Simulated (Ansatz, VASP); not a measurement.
**One calculation of Pt, two programs**

INCAR

```
SYSTEM = Pt
ALGO = Fast
EDIFF = 1E-6
ENCUT = 520
ISIF = 2
ISMEAR = 0
LASPH = .True.
LCHARG = .False.
LREAL = .False.
LWAVE = .False.
NBANDS = 11
NELM = 80
PREC = Accurate
SIGMA = 0.15
```

The input KPOINTS:

```
k-points
0
Gamma
  22 22 22
  0 0 0
```

Contents of POSCAR:

```
Pt
1.0
    0.0000000000      2.0237878216      1.8734203864
    2.0237878216      0.0000000000      1.8734203864
    2.0237878216      2.0237878216      0.0000000000
Pt
1
Direct
    0.0000000000      0.0000000000      0.0000000000
```

Input for Ansatz:

```yaml
crystal:
  lattice:
    - [0.0, 2.0237878216, 1.8734203864]
    - [2.0237878216, 0.0, 1.8734203864]
    - [2.0237878216, 2.0237878216, 0.0]
  atoms:
    - { symbol: Pt, position: [0.0, 0.0, 0.0] }
basis:
  ecutwfc: 420
kpoints:
  mp_grid: { grid: [22, 22, 22] }
hamiltonian:
  xc: lda
  pseudopotentials: { kind: paw, azcp: { folder: soft_1 } }
scf:
  occupations: { method: gaussian, width: 0.15 }
output:
  forces: true
  stress: true
  eigenvalues: true
```

Alike in both runs: task single point; functional LDA; k mesh 22 × 22 × 22; occupations gaussian, width 0.15 eV; no spin polarisation.

```csv
,VASP,Ansatz
version,VASP 6.6.1,Ansatz 0.2.0
potentials or method,"VASP PAW LDA potentials, release 64 (Pt), cutoff 520 eV","scalar-relativistic, plane waves, PAW"
valence electrons in the cell,10,18
```

```tsv
	VASP	Ansatz	Ansatz less VASP
gap on the k mesh at the Fermi level (eV)	none	none	-
pressure (GPa)	-9.6	-10.3	-0.68
traceless stress, the component that is largest in VASP (GPa)	3.48	3.46	-0.021
```

Ansatz warns that its potentials were made for another functional, while VASP's fit it. LDA's correlation is that of Perdew and Zunger in VASP and of Perdew and Wang (1992) in Ansatz. A gap of «none» marks a metal or a gap that the smearing closes. VASP's potentials hold 10 valence electrons a cell and Ansatz's 18, so a difference there can come from the potentials and not from the codes.

Neither program's run includes spin-orbit coupling.
